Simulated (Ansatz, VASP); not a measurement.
W in VASP and in Ansatz

Contents of INCAR:

```
PREC = Accurate
ENCUT = 520
EDIFF = 1E-7
ISMEAR = 0
SIGMA = 0.15
LREAL = False
LASPH = True
NELM = 100
ALGO = Normal
ISIF = 2
LWAVE = False
LCHARG = True
LELF = True
LVHAR = True
NBANDS = 13
```

The input KPOINTS:

```
Automatic mesh
0
Gamma
  20 20 20
```

File POSCAR:

```
W
1.0
    0.0000000000      1.8016250000      2.0300000000
    2.0300000000      0.0000000000      2.0300000000
    2.0300000000      1.8016250000      0.0000000000
W
1
Direct
    0.0000000000      0.0000000000      0.0000000000
```

Input for Ansatz:

```yaml
crystal:
  lattice:
    - [0.0, 1.801625, 2.03]
    - [2.03, 0.0, 2.03]
    - [2.03, 1.801625, 0.0]
  atoms:
    - { symbol: W, position: [0.0, 0.0, 0.0] }
basis:
  ecutwfc: 420
kpoints:
  mp_grid: { grid: [20, 20, 20] }
hamiltonian:
  xc: lda
scf:
  occupations: { method: gaussian, width: 0.15 }
output:
  forces: true
  stress: true
  eigenvalues: true
```

Change from the starting cell: strain -0.1125 x Voigt [0, 1, 0, 0, 0, 0], atoms carried along.

Alike in both runs: task single point; functional LDA; k mesh 20 × 20 × 20; occupations gaussian, width 0.15 eV; no spin polarisation.

```csv
,VASP,Ansatz
version,VASP 6.6.1,Ansatz 0.2.0
potentials or method,"VASP PAW LDA potentials, release 64 (W_sv), cutoff 520 eV","scalar-relativistic, plane waves, PAW"
valence electrons in the cell,14,14
```

```tsv
	VASP	Ansatz	Ansatz less VASP
gap on the k mesh at the Fermi level (eV)	none	none	-
pressure (GPa)	20.7	18.4	-2.31
traceless stress, the component that is largest in VASP (GPa)	-20.95	-20.83	+0.115
```

LDA's correlation is that of Perdew and Zunger in VASP and of Perdew and Wang (1992) in Ansatz. A gap of «none» marks a metal or a gap that the smearing closes.

Spin-orbit coupling is off throughout.
